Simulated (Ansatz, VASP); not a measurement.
## One calculation of Zr, two programs

```xyz
1
Lattice="-1.7919 1.8100 1.8100 1.8100 -1.7919 1.8100 1.8100 1.8100 -1.7919" Properties=species:S:1:pos:R:3 pbc="T T T"
Zr    0.0000    0.0000    0.0000
```

Change from the starting cell: equal xy, yz and zx shear strains of +1 %.

Alike in both runs: task single point; functional PBEsol; k mesh 14 × 14 × 14; occupations fermi-dirac, width 0.08 eV; no spin polarisation.

|  | VASP | Ansatz |
| --- | --- | --- |
| version | VASP 6.6.1 | Ansatz 0.2.0 |
| potentials or method | VASP PAW PBE potentials, release 64 (Zr_sv), cutoff 520 eV | all-electron LAPW, scalar-relativistic |

|  | VASP | Ansatz | Ansatz less VASP |
| --- | --- | --- | --- |
| pressure (GPa) | -6.6 | -6.7 | -0.04 |
| traceless stress, the component that is largest in VASP (GPa) | -0.29 | -0.29 | +0.001 |

VASP's potentials were made for PBE, not for PBEsol. Ansatz ran all-electron here, and VASP with PAW potentials.
